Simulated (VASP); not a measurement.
# NiO in VASP: further runs

Aim: see how the results for NiO move with the level of theory and the settings. Levels: BLYP+D4, PBE. Tasks: single point.

Everything below comes from runs of VASP 6.6.1. Logs are shortened: lines on timing, memory, paths and dates and some standing lists are left out, and cuts for length are marked.

**1. The cell of the first run**

Symmetry: Fm-3m, No. 225, cubic system. Conventional cell: a = 4.227 Å, b = 4.227 Å, c = 4.227 Å, α = 90.00°, β = 90.00°, γ = 90.00°. Within 2.8 Å of Ni (site symmetry m-3m) lie 6 O at 2.11 Å. Within 2.8 Å of O (site symmetry m-3m) lie 6 Ni at 2.11 Å.

**2. Single point, BLYP+D4, collinear spin, ferromagnetic start**

File INCAR:

```
SYSTEM = NiO
PREC     = Accurate       ! precision mode
ENCUT    = 520            ! plane-wave cutoff, eV
EDIFF    = 1E-7           ! SCF threshold, eV
ISMEAR   = -1             ! smearing method
SIGMA    = 0.05           ! smearing width, eV
LREAL    = .False.        ! projectors in reciprocal space
LASPH    = .True.         ! aspherical terms in the spheres
NELM     = 150            ! most SCF steps
ALGO     = Normal         ! electronic algorithm
ISIF     = 2              ! what is computed and relaxed
LWAVE    = .False.        ! write WAVECAR
LCHARG   = .True.         ! write CHGCAR
ISPIN    = 2              ! spin polarisation
MAGMOM   = 1 0            ! initial moments
LORBIT   = 11             ! projections on sites
LMAXMIX  = 4              ! l up to which the mixer works
GGA      = B5             ! functional
ALDAX    = 1.0          
AGGAX    = 1.0          
AGGAC    = 1.0          
ALDAC    = 0.0          
IVDW     = 13             ! dispersion correction
VDW_S6   = 1.0          
VDW_S8   = 2.34076671   
VDW_A1   = 0.44488865   
VDW_A2   = 4.0933009    
LELF     = .True.         ! ELF
LVHAR    = .True.       
NBANDS   = 19             ! bands
```

File KPOINTS:

```
Automatic mesh
0
Gamma
  11 11 11
  0 0 0
```

File POSCAR:

```
NiO
1.0
    0.0000000000      2.1133508634      2.1133508634
    2.1133508634      0.0000000000      2.1133508634
    2.1133508634      2.1133508634      0.0000000000
Ni O
1 1
Direct
    0.0000000000      0.0000000000      0.0000000000
    0.5000000000      0.5000000000      0.5000000000
```

Potentials or basis: VASP PAW PBE potentials, release 64 (Ni, O).

Launch:

```console
> cat potpaw_PBE.64/Ni/POTCAR potpaw_PBE.64/O/POTCAR > POTCAR
> mpirun -np 1 vasp_std > vasp.out
```

OUTCAR:

```text
SYSTEM = NiO
   PREC = Accurate
   ENCUT = 520
   EDIFF = 1E-7
   ISMEAR = -1
   LREAL = .False.
   LASPH = .True.
   NELM = 150
   ISIF = 2
   ISPIN = 2
   LORBIT = 11
   GGA = B5
   IVDW = 13

 ion  position               nearest neighbor table
   1  0.000  0.000  0.000-   2 2.11   2 2.11   2 2.11   2 2.11   2 2.11   2 2.11
   2  0.500  0.500  0.500-   1 2.11   1 2.11   1 2.11   1 2.11   1 2.11   1 2.11

  LATTYP: Found a face centered cubic cell.
 ALAT       =     4.2267017268

  Lattice vectors:

 A1 = (   0.0000000000,   2.1133508634,   2.1133508634)
 A2 = (   2.1133508634,   0.0000000000,   2.1133508634)
 A3 = (   2.1133508634,   2.1133508634,   0.0000000000)

Analysis of symmetry for initial positions (statically):
=====================================================================
 Subroutine PRICEL returns:
 Original cell was already a primitive cell.

 Routine SETGRP: Setting up the symmetry group for a
 face centered cubic supercell.

 Subroutine GETGRP returns: Found 48 space group operations
 (whereof 48 operations were pure point group operations)
 out of a pool of 48 trial point group operations.

The static configuration has the point symmetry O_h .

Analysis of symmetry for dynamics (positions and initial velocities):
=====================================================================
 Subroutine PRICEL returns:
 Original cell was already a primitive cell.

 Routine SETGRP: Setting up the symmetry group for a
 face centered cubic supercell.

 Subroutine GETGRP returns: Found 48 space group operations
 (whereof 48 operations were pure point group operations)
 out of a pool of 48 trial point group operations.

The dynamic configuration has the point symmetry O_h .

Analysis of structural, dynamic, and magnetic symmetry:
=====================================================================
 Subroutine PRICEL returns:
 Original cell was already a primitive cell.

 Routine SETGRP: Setting up the symmetry group for a
 face centered cubic supercell.

 Subroutine GETGRP returns: Found 48 space group operations
 (whereof 48 operations were pure point group operations)
 out of a pool of 48 trial point group operations.

The overall configuration has the point symmetry O_h .

 Subroutine INISYM returns: Found 48 space group operations
 (whereof 48 operations are pure point group operations),
 and found     1 'primitive' translations

----------------------------------------------------------------------------------------

                                     Primitive cell
[... 114 lines left out ...]
  Thomas-Fermi vector in A             =   2.654120
   LORBIT       =     11    0 simple, 1 ext, 2 COOP (PROOUT), +10 PAW based schemes
   GGA     = B5    functional components
   LHFCALC =     F    Hartree Fock is set to
   AEXX    =    0.0000 exact exchange contribution
   IVDW    =    13    specifies the selected vdW correction
   LEPSILON=     F    determine dielectric tensor
   LRPA    =     F    only Hartree local field effects (RPA)
 spin polarized calculation
  energy-cutoff  :      520.00
  volume of cell :       18.88
 maximum number of plane-waves:       532
 NGX is ok and might be reduce to    24
   NGX = 11   NGY = 11   NGZ = 11

 number of electron      16.0000016 magnetization       1.7431957

 Free energy of the ion-electron system (eV)
  ---------------------------------------------------
  ext. energy  EPLUGINS =         0.00000000
  ---------------------------------------------------
  free energy    TOTEN  =       -10.61872863 eV

  energy without entropy =      -10.60788089  energy(sigma->0) =      -10.61330476

 E-fermi :   7.7048     XC(G=0): -11.8946

 val. band max:        7.7038636231   @ k =   0.3636   0.2727   0.0909
 cond. band min:       7.7082490913   @ k =   0.3636   0.2727   0.0000
 fundamental gap:      0.0043854682
 Fermi energy:         7.7048469354

 spin component 1

 k-point     1 :       0.0000    0.0000    0.0000
  band No.  band energies     occupation
      1     -12.1880      1.00000
      2       4.7119      1.00000
      3       4.7121      1.00000
      4       4.8752      1.00000
      5       4.8752      1.00000
      6       4.8752      1.00000
[... 517 lines left out ...]
     18      38.3306      0.00000
     19      39.3551      0.00000

 [... further k-points ...]

 spin component 2

 k-point     1 :       0.0000    0.0000    0.0000
  band No.  band energies     occupation
      1     -11.7456      1.00000
      2       5.3837      1.00000
      3       5.3837      1.00000
      4       5.3837      1.00000
      5       5.9023      1.00000
      6       5.9025      1.00000
[... 517 lines left out ...]
     18      38.6993      0.00000
     19      39.5966      0.00000

 [... further k-points ...]

------------------------ aborting loop because EDIFF is reached ----------------------------------------

  DFT-D4 for vdW energy calculation

  Edisp (eV):   -1.29188

  FORCE on cell =-STRESS in cart. coord.  units (eV):
  Direction    XX          YY          ZZ          XY          YZ          ZX
  --------------------------------------------------------------------------------------
  -------------------------------------------------------------------------------------
  Total      -0.13492    -0.13492    -0.13492     0.00000     0.00000     0.00000
  in kB     -11.45130   -11.45130   -11.45130     0.00000     0.00000     0.00000
  external pressure =      -11.45 kB  Pullay stress =        0.00 kB

 VOLUME and BASIS-vectors are now :
 -----------------------------------------------------------------------------
  energy-cutoff  :      520.00
  volume of cell :       18.88
      direct lattice vectors                 reciprocal lattice vectors
     0.000000000  2.113350863  2.113350863    -0.236591097  0.236591097  0.236591097
     2.113350863  0.000000000  2.113350863     0.236591097 -0.236591097  0.236591097
     2.113350863  2.113350863  0.000000000     0.236591097  0.236591097 -0.236591097

 POSITION                                       TOTAL-FORCE (eV/Angst)
 -----------------------------------------------------------------------------------
      0.00000      0.00000      0.00000         0.000000      0.000000      0.000000
      2.11335      2.11335      2.11335         0.000000     -0.000000      0.000000
 -----------------------------------------------------------------------------------
    total drift:                                0.000000     -0.000000     -0.000000

  FREE ENERGIE OF THE ION-ELECTRON SYSTEM (eV)
  ---------------------------------------------------
  free  energy   TOTEN  =       -11.9106121153 eV

  energy  without entropy=      -11.8997643815  energy(sigma->0) =      -11.90518825

 total charge

# of ion       s       p       d       tot
------------------------------------------
    1        0.319   0.373   8.252   8.944
    2        1.550   3.427   0.000   4.977
--------------------------------------------------
tot          1.869   3.800   8.252  13.921

 magnetization (x)

# of ion       s       p       d       tot
------------------------------------------
    1        0.010   0.013   1.403   1.426
    2        0.027   0.245   0.000   0.272
--------------------------------------------------
tot          0.037   0.258   1.403   1.698
```

stdout:

```text
POSCAR found type information on POSCAR NiO
 POSCAR found :  2 types and       2 ions
 scaLAPACK will be used
 -----------------------------------------------------------------------------
|                                                                             |
|                                                                             |
|     You enforced a specific xc type in the INCAR file but a different       |
|     I HOPE YOU KNOW WHAT YOU ARE DOING!                                     |
|                                                                             |
 -----------------------------------------------------------------------------

 LDA part: xc-table for (Slater(with rela. corr.)+VWN5), standard interpolation
 POSCAR, INCAR and KPOINTS ok, starting setup
 FFT: planning ... GRIDC
 FFT: planning ... GRID_SOFT
 FFT: planning ... GRID
 WAVECAR not read
 entering main loop
```

Run time: 24 s. Hardware: 1 thread of Intel Xeon 6975P-C (Granite Rapids), shared host; peak memory 0.16 GiB.

What came out:

* Free energy: -11.9106 eV
* Pressure: -1.1 GPa
* Net moment: 1.74 μB per cell
* Site moments: Ni +1.43; O +0.27 μB
* Valence electrons inside the program's atomic spheres: Ni 8.94; O 4.98
* Dispersion energy per atom: -0.646 eV

Caveat: the PAW data sets were made with another functional, which shifts forces and pressure a little; a cell with one magnetic atom can't hold antiferromagnetic order, which such compounds often take; semilocal functionals often make such compounds metallic where correlation or magnetic order opens a gap, which also shifts bond lengths. With open d or f shells a metallic result of BLYP can be an artefact of self-interaction; +U or a hybrid may open a gap.

**3. Single point, PBE, collinear spin, ferromagnetic start (atoms moved at random)**

File INCAR:

```
SYSTEM = NiO
PREC     = Accurate       ! precision mode
ENCUT    = 520            ! plane-wave cutoff, eV
EDIFF    = 1E-6           ! SCF threshold, eV
ISMEAR   = -1             ! smearing method
SIGMA    = 0.1            ! smearing width, eV
LREAL    = .FALSE.        ! projectors in reciprocal space
LASPH    = .TRUE.         ! aspherical terms in the spheres
NELM     = 150            ! most SCF steps
ALGO     = Normal         ! electronic algorithm
ISIF     = 2              ! what is computed and relaxed
LWAVE    = .FALSE.        ! write WAVECAR
LCHARG   = .TRUE.         ! write CHGCAR
ISPIN    = 2              ! spin polarisation
MAGMOM   = 1 0            ! initial moments
LORBIT   = 11             ! projections on sites
LMAXMIX  = 4              ! l up to which the mixer works
GGA      = PE             ! functional
LELF     = .TRUE.         ! ELF
LVHAR    = .TRUE.       
NBANDS   = 19             ! bands
```

File KPOINTS:

```
Automatic mesh
0
G
  11 11 11
  0 0 0
```

File POSCAR:

```
NiO
1.0
    0.0000000000      2.0859016414      2.0859016414
    2.0859016414      0.0000000000      2.0859016414
    2.0859016414      2.0859016414      0.0000000000
Ni O
1 1
Direct
    0.0110610000     -0.0019740000     -0.0072160000
    0.5137420000      0.4931640000      0.5003940000
```

Potentials or basis: VASP PAW PBE potentials, release 64 (Ni, O).

Launch:

```console
> cat potpaw_PBE.64/Ni/POTCAR potpaw_PBE.64/O/POTCAR > POTCAR
> mpirun -np 1 vasp_std > vasp.out
```

OUTCAR:

```text
SYSTEM = NiO
   PREC = Accurate
   ENCUT = 520
   EDIFF = 1E-6
   ISMEAR = -1
   LREAL = .FALSE.
   LASPH = .TRUE.
   NELM = 150
   ISIF = 2
   ISPIN = 2
   LORBIT = 11
   GGA = PE

 ion  position               nearest neighbor table
   1  0.011  0.998  0.993-   2 2.06   2 2.08   2 2.08   2 2.09   2 2.09   2 2.11
   2  0.514  0.493  0.500-   1 2.06   1 2.08   1 2.08   1 2.09   1 2.09   1 2.11

  LATTYP: Found a face centered cubic cell.
 ALAT       =     4.1718032828

  Lattice vectors:

 A1 = (   0.0000000000,   2.0859016414,   2.0859016414)
 A2 = (   2.0859016414,   0.0000000000,   2.0859016414)
 A3 = (   2.0859016414,   2.0859016414,   0.0000000000)

Analysis of symmetry for initial positions (statically):
=====================================================================
 Subroutine PRICEL returns:
 Original cell was already a primitive cell.

 Routine SETGRP: Setting up the symmetry group for a
 face centered cubic supercell.

 Subroutine GETGRP returns: Found  1 space group operations
 (whereof  1 operations were pure point group operations)
 out of a pool of 48 trial point group operations.

The static configuration has the point symmetry C_1 .

Analysis of symmetry for dynamics (positions and initial velocities):
=====================================================================
 Subroutine PRICEL returns:
 Original cell was already a primitive cell.

 Routine SETGRP: Setting up the symmetry group for a
 face centered cubic supercell.

 Subroutine GETGRP returns: Found  1 space group operations
 (whereof  1 operations were pure point group operations)
 out of a pool of 48 trial point group operations.

The dynamic configuration has the point symmetry C_1 .

Analysis of structural, dynamic, and magnetic symmetry:
=====================================================================
 Subroutine PRICEL returns:
 Original cell was already a primitive cell.

[... 149 lines left out ...]
  ext. energy  EPLUGINS =         0.00000000
  ---------------------------------------------------
  free energy    TOTEN  =       -11.48904033 eV

  energy without entropy =      -11.44618236  energy(sigma->0) =      -11.46761135

 E-fermi :   7.9675     XC(G=0): -12.7000

 val. band max:        7.9673112108   @ k =   0.3636   0.0000   0.0000
 cond. band min:       7.9677292750   @ k =   0.0000   0.3636   0.0000
 fundamental gap:      0.0004180642
 Fermi energy:         7.9674804151

 spin component 1

 k-point     1 :       0.0000    0.0000    0.0000
  band No.  band energies     occupation
      1     -12.4709      1.00000
      2       4.7783      1.00000
      3       4.8715      1.00000
      4       4.8958      1.00000
      5       4.9623      1.00000
      6       5.0712      1.00000
[... 517 lines left out ...]
     18      34.1184      0.00000
     19      36.2805      0.00000

 [... further k-points ...]

 spin component 2

 k-point     1 :       0.0000    0.0000    0.0000
  band No.  band energies     occupation
      1     -12.0808      1.00000
      2       5.3535      1.00000
      3       5.3558      1.00000
      4       5.3565      1.00000
      5       6.1163      1.00000
      6       6.1280      1.00000
[... 517 lines left out ...]
     18      34.6656      0.00000
     19      36.8360      0.00000

 [... further k-points ...]

------------------------ aborting loop because EDIFF is reached ----------------------------------------

  FORCE on cell =-STRESS in cart. coord.  units (eV):
  Direction    XX          YY          ZZ          XY          YZ          ZX
  --------------------------------------------------------------------------------------
  -------------------------------------------------------------------------------------
  Total        0.5508536      0.5700746      0.5499036     -0.0000249      0.0000365      0.0002383
  in kB       48.6222762     50.3188593     48.5384202     -0.0021995      0.0032243      0.0210350
  external PRESSURE =      49.1598519 kB  Pullay stress =       0.0000000 kB

 VOLUME and BASIS-vectors are now :
 -----------------------------------------------------------------------------
  energy-cutoff  :      520.00
  volume of cell :       18.15
      direct lattice vectors                 reciprocal lattice vectors
     0.000000000  2.085901641  2.085901641    -0.239704495  0.239704495  0.239704495
     2.085901641  0.000000000  2.085901641     0.239704495 -0.239704495  0.239704495
     2.085901641  2.085901641  0.000000000     0.239704495  0.239704495 -0.239704495

 POSITION                                       TOTAL-FORCE (eV/Angst)
 -----------------------------------------------------------------------------------
      4.15263      2.09392      2.10486         0.018794      0.070836     -0.014922
      2.07246      2.11539      2.10031        -0.018794     -0.070836      0.014922
 -----------------------------------------------------------------------------------
    total drift:                               -0.000068     -0.000138      0.000078

  FREE ENERGIE OF THE ION-ELECTRON SYSTEM (eV)
  ---------------------------------------------------
  free  energy   TOTEN  =       -11.4890403332 eV

  energy  without entropy=      -11.4461823590  energy(sigma->0) =      -11.46761135

 total charge

# of ion       s       p       d       tot
------------------------------------------
    1        0.332   0.406   8.262   9.001
    2        1.558   3.418   0.000   4.976
--------------------------------------------------
tot          1.891   3.824   8.262  13.977

 magnetization (x)

# of ion       s       p       d       tot
------------------------------------------
    1        0.011   0.015   1.318   1.344
    2        0.027   0.210   0.000   0.237
--------------------------------------------------
tot          0.038   0.225   1.318   1.581
```

It took 6.9 min on 1 thread of Intel Xeon Platinum 8259CL at 2.50GHz (Skylake/Cascade Lake), shared host; peak memory 0.45 GiB.

What came out:

```yaml
Free_energy: -11.4890 eV
Pressure: 4.9 GPa
Largest_force: 0.075 eV/Å
Net_moment: 1.62 μB per cell
Site_moments: Ni +1.34; O +0.24 μB
Valence_electrons_inside_the_program's_atomic_spheres: Ni 9.00; O 4.98
```

Forces on the atoms (eV/Å):
```
Ni   0.019  0.071 -0.015
O   -0.019 -0.071  0.015
```

Caveat: the cell differs from its parent crystal (atoms moved at random); the cell stands under pressure; a cell with one magnetic atom can't hold antiferromagnetic order, which such compounds often take; semilocal functionals often make such compounds metallic where correlation or magnetic order opens a gap, which also shifts bond lengths.
